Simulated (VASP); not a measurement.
Input of a VASP 6.6.1 run:

Contents of INCAR:

```
ALGO = Normal ; EDIFF = 1E-6
ENCUT = 400 ; GGA = PE
GGA_COMPAT = False ; ISIF = 2
ISMEAR = 0 ; LASPH = True
LCHARG = False ; LREAL = Auto
LWAVE = False ; NBANDS = 274
NELECT = 478.0 ; NELM = 120
PREC = Accurate ; SIGMA = 0.01
```

KPOINTS

```
Automatic mesh
0
Gamma
  1 1 1
  0.25 0.25 0.25
```

Contents of POSCAR:

```
W19Se36
1.0
    9.7497821400      0.0000000800      0.0000000000
   -4.8748911500      8.4435589800      0.0000000000
    0.0000000000      0.0000000000     12.8261208300
W Se
19 36
Direct
    0.2222222200      0.1111111100      0.7500000000
    0.1111111100      0.2222222200      0.2500000000
    0.2222222200      0.4444444400      0.7500000000
    0.1111111100      0.5555555600      0.2500000000
    0.2222222200      0.7777777800      0.7500000000
    0.1111111100      0.8888888900      0.2500000000
    0.5555555600      0.1111111100      0.7500000000
    0.4444444400      0.2222222200      0.2500000000
    0.5555555600      0.4444444400      0.7500000000
    0.4444444400      0.5555555600      0.2500000000
    0.5555555600      0.7777777800      0.7500000000
    0.4444444400      0.8888888900      0.2500000000
    0.8888888900      0.1111111100      0.7500000000
    0.7777777800      0.2222222200      0.2500000000
    0.8888888900      0.4444444400      0.7500000000
    0.7777777800      0.5555555600      0.2500000000
    0.8888888900      0.7777777800      0.7500000000
    0.7777777800      0.8888888900      0.2500000000
    0.6666670000      0.6666670000      0.0000000000
    0.1111111100      0.2222222200      0.8799483400
    0.2222222200      0.1111111100      0.3799483400
    0.1111111100      0.2222222200      0.6200516600
    0.2222222200      0.1111111100      0.1200516600
    0.1111111100      0.5555555600      0.8799483400
    0.2222222200      0.4444444400      0.3799483400
    0.1111111100      0.5555555600      0.6200516600
    0.2222222200      0.4444444400      0.1200516600
    0.1111111100      0.8888888900      0.8799483400
    0.2222222200      0.7777777800      0.3799483400
    0.1111111100      0.8888888900      0.6200516600
    0.2222222200      0.7777777800      0.1200516600
    0.4444444400      0.2222222200      0.8799483400
    0.5555555600      0.1111111100      0.3799483400
    0.4444444400      0.2222222200      0.6200516600
    0.5555555600      0.1111111100      0.1200516600
    0.4444444400      0.5555555600      0.8799483400
    0.5555555600      0.4444444400      0.3799483400
    0.4444444400      0.5555555600      0.6200516600
    0.5555555600      0.4444444400      0.1200516600
    0.4444444400      0.8888888900      0.8799483400
    0.5555555600      0.7777777800      0.3799483400
    0.4444444400      0.8888888900      0.6200516600
    0.5555555600      0.7777777800      0.1200516600
    0.7777777800      0.2222222200      0.8799483400
    0.8888888900      0.1111111100      0.3799483400
    0.7777777800      0.2222222200      0.6200516600
    0.8888888900      0.1111111100      0.1200516600
    0.7777777800      0.5555555600      0.8799483400
    0.8888888900      0.4444444400      0.3799483400
    0.7777777800      0.5555555600      0.6200516600
    0.8888888900      0.4444444400      0.1200516600
    0.7777777800      0.8888888900      0.8799483400
    0.8888888900      0.7777777800      0.3799483400
    0.7777777800      0.8888888900      0.6200516600
    0.8888888900      0.7777777800      0.1200516600
```

Potentials or basis: VASP PAW PBE potentials, release 64 (W_sv, Se).

Run with:

```sh
$ cat potpaw_PBE.64/W_sv/POTCAR potpaw_PBE.64/Se/POTCAR > POTCAR
$ mpirun -np 1 vasp_std > vasp.out
```

Q: What does it give for the largest force?

A: 1.204 eV/Å.

Forces on the atoms (eV/Å):
```
W   -0.130  0.075  0.141
W    0.130 -0.075 -0.141
W   -0.179 -0.103  0.131
W    0.000  0.150 -0.141
W    0.000 -0.150  0.141
W    0.179  0.103 -0.131
W    0.130  0.075  0.141
W    0.000 -0.207 -0.131
W    0.000 -0.578 -0.330
W   -0.501 -0.289  0.330
W   -0.501  0.289 -0.330
W   -0.179  0.103 -0.131
W    0.000  0.207  0.131
W   -0.130 -0.075 -0.141
W    0.179 -0.103  0.131
W    0.501 -0.289  0.330
W    0.501  0.289 -0.330
W    0.000  0.578  0.330
W    0.000  0.000  0.000
Se   0.088 -0.051  0.742
Se   0.080 -0.046  0.787
Se  -0.080  0.046 -0.787
Se  -0.088  0.051 -0.742
Se   0.000  0.102  0.742
Se   0.110  0.063  0.789
Se   0.000 -0.093 -0.787
Se  -0.103 -0.059 -0.775
Se   0.103  0.059  0.775
Se   0.000  0.093  0.787
Se  -0.110 -0.063 -0.789
Se   0.000 -0.102 -0.742
Se   0.000 -0.119  0.775
Se  -0.080 -0.046  0.787
Se   0.000  0.127 -0.789
Se   0.088  0.051 -0.742
Se  -1.041 -0.601  0.069
Se   0.000  0.015  0.798
Se   0.013  0.008 -0.798
Se   0.000 -1.202 -0.069
Se  -0.103  0.059  0.775
Se   0.013 -0.008  0.798
Se   0.110 -0.063 -0.789
Se  -1.041  0.601 -0.069
Se  -0.088 -0.051  0.742
Se   0.000 -0.127  0.789
Se   0.080  0.046 -0.787
Se   0.000  0.119 -0.775
Se   1.041 -0.601  0.069
Se  -0.110  0.063  0.789
Se  -0.013  0.008 -0.798
Se   0.103 -0.059 -0.775
Se   0.000  1.202  0.069
Se  -0.013 -0.008  0.798
Se   0.000 -0.015 -0.798
Se   1.041  0.601 -0.069
```

Caveat: the k points lie up to 0.74 Å⁻¹ apart; the cell carries a net charge on a neutralising background, which shifts energy and pressure.
